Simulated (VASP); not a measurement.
Si, 2 atoms in the cell. Symmetry: Fd-3m, No. 227, cubic system. Conventional cell: a = 5.560 Å, b = 5.560 Å, c = 5.560 Å, α = 90.00°, β = 90.00°, γ = 90.00°. Within 3.2 Å of Si (site symmetry -43m) lie 4 Si at 2.41 Å. 

```yaml
Program: VASP 6.6.1
Task: single point
Functional: PBE
Potentials_or_basis: VASP PAW PBE potentials, release 64 (Si)
Cutoff: 500 eV
k_mesh: 6 × 6 × 6
Occupations: gaussian, width 0.01 eV
Spin: no spin polarisation
Dipole_correction: no
Further_INCAR_settings: ALGO = Normal; EDIFF = 1e-06; NBANDS = 11
```

Potentials or basis: VASP PAW PBE potentials, release 64 (Si).

The run is started by

```bash
$ cat potpaw_PBE.64/Si/POTCAR > POTCAR
$ mpirun -np 1 vasp_std > vasp.out
```

Hardware: 1 thread of Intel Xeon 8259CL, on a shared host.

Problem. Estimate the wall time of this run.

Solution. Run time: 16 s on 1 thread of Intel Xeon 8259CL, with other jobs on the host, peak memory 0.15 GiB. Counts: scf iterations 12, k points 16.
